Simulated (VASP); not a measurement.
**In: relaxation of cell and atoms with r2SCAN**

Crystal: In.

```
CELL_PARAMETERS angstrom
3.33000 0.00000 0.00000
-1.66500 2.88386 0.00000
0.00000 0.00000 5.43789
ATOMIC_POSITIONS crystal
In 0.33333 0.66667 0.25000
In 0.66667 0.33333 0.75000
```

This isn't the form of In at room conditions, which is tetragonal.

- Program: VASP 6.6.1
- Task: relaxation of cell and atoms
- Functional: r2SCAN
- Potentials or basis: VASP PAW PBE potentials, release 64 (In_d)
- Cutoff: 600 eV
- k mesh: 7 × 7 × 4
- Occupations: fermi-dirac, width 0.05 eV
- Spin: no spin polarisation
- Dipole correction: no
- Further INCAR settings: ALGO = Normal; EDIFF = 1e-06; IBRION = 2; EDIFFG = -0.02; NSW = 80; ISIF = 3

The relaxed volume is 26.13 Å³/atom, the relaxed cell is a = 3.328 Å, b = 3.328 Å, c = 5.447 Å, α = 90.00°, β = 90.00°, γ = 120.00° and the space group after relaxing (to 0.1 Å) is P6_3/mmc (No. 194). The energy gained by relaxing is 0.0 meV/atom. The ionic steps are 4, the pressure after relaxing is 0.0 GPa and the band gap on the k mesh is zero (bands 13 and 14 overlap by 6.34 eV).

Final structure:
```
In
1.0
     3.32831    0.00000    0.00000
    -1.66415    2.88240    0.00000
     0.00000    0.00000    5.44741
In
2
Direct
  0.33333 0.66667 0.25000
  0.66667 0.33333 0.75000
```

Levels at points of the mesh, in eV from the Fermi level:
```tsv
k point	band 10	band 11	band 12	band 13	band 14	band 15	band 16	band 17
(0.00, 0.00, 0.00)	-15.04	-10.18	-4.63	-3.74	8.73	8.73	10.66	10.66
(0.00, 0.00, 0.50)	-15.11	-8.72	-8.72	3.14	3.14	9.83	9.83	9.83
```

Run time: 110 s on 1 thread of Intel(R) Xeon(R) 6975P-C (Granite Rapids), with other jobs on the host, peak memory 0.21 GiB.

Caveat: the PAW data sets were made with another functional, which shifts forces and pressure a little; spin-orbit coupling is left out, which moves the levels of the heavy elements.
